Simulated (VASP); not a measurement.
# Cr2O3 (R-3c) in VASP: single point with PBE

Aim: the single point of Cr2O3 with PBE.

Everything below comes from runs of VASP 6.6.1. Logs are shortened: lines on timing, memory, paths and dates and some standing lists are left out, and cuts for length are marked.

**1. The cell of the first run**

It takes space group R-3c (No. 167, trigonal). Conventional cell: a = 5.030 Å, b = 5.030 Å, c = 13.605 Å, α = 90.00°, β = 90.00°, γ = 120.00°. Cr (site symmetry 3) has 6 O at 1.98 to 2.04 Å within 2.6 Å. O (site symmetry 2) has 4 Cr at 1.98 to 2.04 Å and 8 O at 2.63 to 2.87 Å within 2.9 Å.

**2. Single point, PBE, collinear spin, antiferromagnetic start**

The input, INCAR:

```
SYSTEM = Cr2O3
PREC = Accurate ; ENCUT = 520
EDIFF = 1E-7 ; ISMEAR = 0
SIGMA = 0.05 ; LREAL = .FALSE.
LASPH = .TRUE. ; NELM = 150
ALGO = Normal ; ISIF = 2
LWAVE = .FALSE. ; LCHARG = .FALSE.
ISPIN = 2 ; MAGMOM = 3 -3 -3 3 0 0 0 0 0 0
LORBIT = 11 ; LMAXMIX = 4
GGA = PE ; NBANDS = 57
```

The input, KPOINTS:

```
regular mesh
0
G
  6 6 6
  0 0 0
```

The input, POSCAR:

```
Cr2O3
1.0
    2.5150017877      1.4520369591      4.5349651220
   -2.5150017877      1.4520369591      4.5349651220
    0.0000000000     -2.9040739183      4.5349651220
Cr O
4 6
Direct
    0.3501065282      0.3501065282      0.3501065282
    0.1498934718      0.1498934718      0.1498934718
    0.6498934718      0.6498934718      0.6498934718
    0.8501065282      0.8501065282      0.8501065282
    0.5515020656      0.9484979344      0.2500000000
    0.2500000000      0.5515020656      0.9484979344
    0.9484979344      0.2500000000      0.5515020656
    0.4484979344      0.0515020656      0.7500000000
    0.7500000000      0.4484979344      0.0515020656
    0.0515020656      0.7500000000      0.4484979344
```

Potentials or basis: VASP PAW PBE potentials, release 64 (Cr_pv, O).

On the command line:

```sh
$ cat potpaw_PBE.64/Cr_pv/POTCAR potpaw_PBE.64/O/POTCAR > POTCAR
$ mpirun -np 1 vasp_std > vasp.out
```

OUTCAR:

```text
SYSTEM = Cr2O3
   PREC = Accurate
   ENCUT = 520
   EDIFF = 1E-7
   ISMEAR = 0
   LREAL = .FALSE.
   LASPH = .TRUE.
   NELM = 150
   ISIF = 2
   ISPIN = 2
   LORBIT = 11
   GGA = PE

 ion  position               nearest neighbor table
   1  0.350  0.350  0.350-   9 1.98   8 1.98  10 1.98   7 2.04   5 2.04   6 2.04   2 2.72   3 2.94
                             3 2.94   3 2.94
   2  0.150  0.150  0.150-  10 1.98   8 1.98   9 1.98   6 2.04   5 2.04   7 2.04   1 2.72   4 2.94
                             4 2.94   4 2.94
   3  0.650  0.650  0.650-   6 1.98   5 1.98   7 1.98  10 2.04   8 2.04   9 2.04   4 2.72   1 2.94
                             1 2.94   1 2.94
   4  0.850  0.850  0.850-   7 1.98   5 1.98   6 1.98   9 2.04   8 2.04  10 2.04   3 2.72   2 2.94
                             2 2.94   2 2.94
   5  0.552  0.948  0.250-   3 1.98   4 1.98   1 2.04   2 2.04
   6  0.250  0.552  0.948-   3 1.98   4 1.98   2 2.04   1 2.04
   7  0.948  0.250  0.552-   4 1.98   3 1.98   1 2.04   2 2.04
   8  0.448  0.052  0.750-   1 1.98   2 1.98   3 2.04   4 2.04
   9  0.750  0.448  0.052-   1 1.98   2 1.98   4 2.04   3 2.04
  10  0.052  0.750  0.448-   2 1.98   1 1.98   3 2.04   4 2.04

  LATTYP: Found a trigonal (rhomboedric) cell.
 ALAT       =     5.3851233951
 COS(alpha) =     0.5637702569

  Lattice vectors:

 A1 = (   2.5150017877,   1.4520369591,   4.5349651220)
 A2 = (  -2.5150017877,   1.4520369591,   4.5349651220)
 A3 = (   0.0000000000,  -2.9040739183,   4.5349651220)

Analysis of symmetry for initial positions (statically):
=====================================================================
 Subroutine PRICEL returns:
 Original cell was already a primitive cell.

 Routine SETGRP: Setting up the symmetry group for a
 trigonal (rhombohedral) supercell.

 Subroutine GETGRP returns: Found 12 space group operations
 (whereof  6 operations were pure point group operations)
 out of a pool of 12 trial point group operations.

The static configuration has the point symmetry S_6 .
 The point group associated with its full space group is D_3d.

Analysis of symmetry for dynamics (positions and initial velocities):
=====================================================================
 Subroutine PRICEL returns:
 Original cell was already a primitive cell.

 Routine SETGRP: Setting up the symmetry group for a
 trigonal (rhombohedral) supercell.

 Subroutine GETGRP returns: Found 12 space group operations
 (whereof  6 operations were pure point group operations)
 out of a pool of 12 trial point group operations.

The dynamic configuration has the point symmetry S_6 .
 The point group associated with its full space group is D_3d.

Analysis of structural, dynamic, and magnetic symmetry:
=====================================================================
 Subroutine PRICEL returns:
 Original cell was already a primitive cell.

 Routine SETGRP: Setting up the symmetry group for a
 trigonal (rhombohedral) supercell.

 Subroutine GETGRP returns: Found 12 space group operations
 (whereof  6 operations were pure point group operations)
 out of a pool of 12 trial point group operations.

The overall configuration has the point symmetry S_6 .
 The point group associated with its full space group is D_3d.

 Subroutine INISYM returns: Found 12 space group operations
 (whereof  6 operations are pure point group operations),
 and found     1 'primitive' translations

----------------------------------------------------------------------------------------

                                     Primitive cell

  volume of cell :      99.3668

  direct lattice vectors                    reciprocal lattice vectors
     2.515001788  1.452036959  4.534965122     0.198807016  0.114781284  0.073502954
    -2.515001788  1.452036959  4.534965122    -0.198807016  0.114781284  0.073502954
     0.000000000 -2.904073918  4.534965122     0.000000000 -0.229562568  0.073502954

  length of vectors
     5.385123395  5.385123395  5.385123395     0.241042853  0.241042853  0.241042853

  position of ions in fractional coordinates (direct lattice)
     0.350106528  0.350106528  0.350106528
     0.149893472  0.149893472  0.149893472
     0.649893472  0.649893472  0.649893472
     0.850106528  0.850106528  0.850106528
     0.551502066  0.948497934  0.250000000
     0.250000000  0.551502066  0.948497934
     0.948497934  0.250000000  0.551502066
     0.448497934  0.051502066  0.750000000
[... 84 lines left out ...]
   LASPH  =      T    aspherical Exc in radial PAW
   ENCUT  =  520.0 eV  38.22 Ry    6.18 a.u.  10.01 10.01 10.01*2*pi/ulx,y,z
   NELM   =    150;   NELMIN=  2; NELMDL= -5     # of ELM steps
   EDIFF  = 0.1E-06   stopping-criterion for ELM
   LREAL  =      F    real-space projection
   EDIFFG = 0.1E-05   stopping-criterion for IOM
   NSW    =      0    number of steps for IOM
   IBRION =     -1    ionic relax: 0-MD 1-quasi-New 2-CG
   NFREE  =      0    steps in history (QN), initial steepest desc. (CG)
   ISIF   =      2    stress and relaxation
   ISYM   =      2    0-nonsym 1-usesym 2-fastsym
   POTIM  = 0.5000    time-step for ionic-motion
   TEBEG  =    0.0;   TEEND  =   0.0 temperature during run
   PSTRESS=    0.0 pullay stress
   NELECT =      84.0000    total number of electrons
   NUPDOWN=      -1.0000    fix difference up-down
   EMIN   =  10.00;   EMAX   =-10.00  energy-range for DOS
   EFERMI =   0.00;   METHOD = LEGACY
   ISMEAR =     0;   SIGMA  =   0.05  broadening in eV -4-tet -1-fermi 0-gaus
   EFERMI_NEDOS =   21; number of points for ismear=-14 and -15
   IALGO  =     38    algorithm
   IMIX   =      4    mixing-type and parameters
     AMIX     =   0.40;   BMIX     =  1.00
     AMIX_MAG =   1.60;   BMIX_MAG =  1.00
  volume/ion in A,a.u.               =       9.94        67.06
  Fermi-wavevector in a.u.,A,eV,Ry     =   1.547940  2.925183 32.601180  2.396119
  Thomas-Fermi vector in A             =   2.652962
   LORBIT       =     11    0 simple, 1 ext, 2 COOP (PROOUT), +10 PAW based schemes
   GGA     = PE    functional components
   LHFCALC =     F    Hartree Fock is set to
   AEXX    =    0.0000 exact exchange contribution
   IVDW    =     0    specifies the selected vdW correction
   LEPSILON=     F    determine dielectric tensor
   LRPA    =     F    only Hartree local field effects (RPA)
 spin polarized calculation
 Gauss-broadening in eV      SIGMA  =   0.05
  energy-cutoff  :      520.00
  volume of cell :       99.37
 maximum number of plane-waves:      2704
   NGX = 19   NGY = 19   NGZ = 19

 number of electron      83.9999975 magnetization      -0.0000000

 number of electron      83.9999975 magnetization       0.0000000

 Free energy of the ion-electron system (eV)
  ---------------------------------------------------
  ext. energy  EPLUGINS =         0.00000000
  ---------------------------------------------------
  free energy    TOTEN  =       -87.67002444 eV

  energy without entropy =      -87.67002444  energy(sigma->0) =      -87.67002444

 E-fermi :   6.7867     XC(G=0): -11.9385

 val. band max:        6.4433007184   @ k =  -0.1667   0.1667   0.0000
 cond. band min:       8.0385531695   @ k =   0.3333   0.3333   0.0000
 fundamental gap:      1.5952524510
 Fermi energy:         6.7867038009

 spin component 1

 k-point     1 :       0.0000    0.0000    0.0000
  band No.  band energies     occupation
      1     -37.7477      1.00000
      2     -37.7477      1.00000
      3     -37.7339      1.00000
      4     -37.7339      1.00000
      5     -37.7159      1.00000
      6     -37.6981      1.00000
[... 1357 lines left out ...]
     53      10.0207      0.00000
     54      10.1430      0.00000

 [... further k-points ...]

 spin component 2

 k-point     1 :       0.0000    0.0000    0.0000
  band No.  band energies     occupation
      1     -37.7477      1.00000
      2     -37.7477      1.00000
      3     -37.7339      1.00000
      4     -37.7339      1.00000
      5     -37.7159      1.00000
      6     -37.6981      1.00000
[... 1357 lines left out ...]
     53      10.0207      0.00000
     54      10.1430      0.00000

 [... further k-points ...]

 [bands above 54 left out]

------------------------ aborting loop because EDIFF is reached ----------------------------------------

  FORCE on cell =-STRESS in cart. coord.  units (eV):
  Direction    XX          YY          ZZ          XY          YZ          ZX
  --------------------------------------------------------------------------------------
  -------------------------------------------------------------------------------------
  Total       -1.9842719     -1.9842719     -1.2606890      0.0000000      0.0000000      0.0000000
  in kB      -31.9941509    -31.9941509    -20.3271912      0.0000000      0.0000000      0.0000000
  external PRESSURE =     -28.1051643 kB  Pullay stress =       0.0000000 kB

 VOLUME and BASIS-vectors are now :
 -----------------------------------------------------------------------------
  energy-cutoff  :      520.00
  volume of cell :       99.37
      direct lattice vectors                 reciprocal lattice vectors
     2.515001788  1.452036959  4.534965122     0.198807016  0.114781284  0.073502954
    -2.515001788  1.452036959  4.534965122    -0.198807016  0.114781284  0.073502954
     0.000000000 -2.904073918  4.534965122     0.000000000 -0.229562568  0.073502954

 POSITION                                       TOTAL-FORCE (eV/Angst)
 -----------------------------------------------------------------------------------
      0.00000     -0.00000      4.76316        -0.000000      0.000000     -0.502681
      0.00000     -0.00000      2.03928        -0.000000     -0.000000      0.502681
      0.00000     -0.00000      8.84173        -0.000000     -0.000000      0.502681
      0.00000     -0.00000     11.56561        -0.000000      0.000000     -0.502681
     -0.99845      1.45204      7.93619         0.270134     -0.000000     -0.000000
     -0.75828     -1.59070      7.93619        -0.135067      0.233943     -0.000000
      1.75672      0.13866      7.93619        -0.135067     -0.233943     -0.000000
      0.99845     -1.45204      5.66871        -0.270134     -0.000000     -0.000000
      0.75828      1.59070      5.66871         0.135067     -0.233943     -0.000000
     -1.75672     -0.13866      5.66871         0.135067      0.233943     -0.000000
 -----------------------------------------------------------------------------------
    total drift:                               -0.000000      0.000000      0.000000

  FREE ENERGIE OF THE ION-ELECTRON SYSTEM (eV)
  ---------------------------------------------------
  free  energy   TOTEN  =       -87.6700244379 eV

  energy  without entropy=      -87.6700244379  energy(sigma->0) =      -87.67002444

 total charge

# of ion       s       p       d       tot
------------------------------------------
    1        0.286   6.328   4.054  10.669
    2        0.286   6.328   4.054  10.669
    3        0.286   6.328   4.054  10.669
    4        0.286   6.328   4.054  10.669
    5        1.557   3.484   0.000   5.041
    6        1.557   3.484   0.000   5.041
    7        1.557   3.484   0.000   5.041
    8        1.557   3.484   0.000   5.041
    9        1.557   3.484   0.000   5.041
   10        1.557   3.484   0.000   5.041
--------------------------------------------------
tot         10.487  46.217  16.217  72.921

 magnetization (x)

# of ion       s       p       d       tot
------------------------------------------
    1        0.017   0.028   2.652   2.696
    2       -0.017  -0.028  -2.652  -2.696
    3       -0.017  -0.028  -2.652  -2.696
    4        0.017   0.028   2.652   2.696
    5        0.000   0.000   0.000   0.000
    6        0.000   0.000   0.000   0.000
    7        0.000   0.000   0.000   0.000
    8        0.000   0.000   0.000   0.000
    9        0.000   0.000   0.000   0.000
   10        0.000   0.000   0.000   0.000
--------------------------------------------------
tot          0.000   0.000   0.000   0.000
```

Wall time 12 min (1 thread of Intel Xeon 8259CL, shared host); peak memory 0.44 GiB.

Results:

| Item | Value |
| --- | --- |
| Free energy | -87.6700 eV |
| Pressure | -2.8 GPa |
| Largest force | 0.503 eV/Å |
| Band gap on the k mesh | 1.60 eV (least direct gap 1.65 eV) |
| Net moment | 0.00 μB per cell |
| Site moments | Cr +2.70, -2.70 (each value once); O +0.00 μB |
| Valence electrons inside the program's atomic spheres | Cr 10.67; O 5.04 |

Forces on the atoms (eV/Å):
```
Cr   0.000  0.000 -0.503
Cr   0.000  0.000  0.503
Cr   0.000  0.000  0.503
Cr   0.000  0.000 -0.503
O    0.270  0.000  0.000
O   -0.135  0.234  0.000
O   -0.135 -0.234  0.000
O   -0.270  0.000  0.000
O    0.135 -0.234  0.000
O    0.135  0.234  0.000
```

A k mesh can miss the band edges. A hybrid or GW would open this gap; PBE tends to underestimate it.
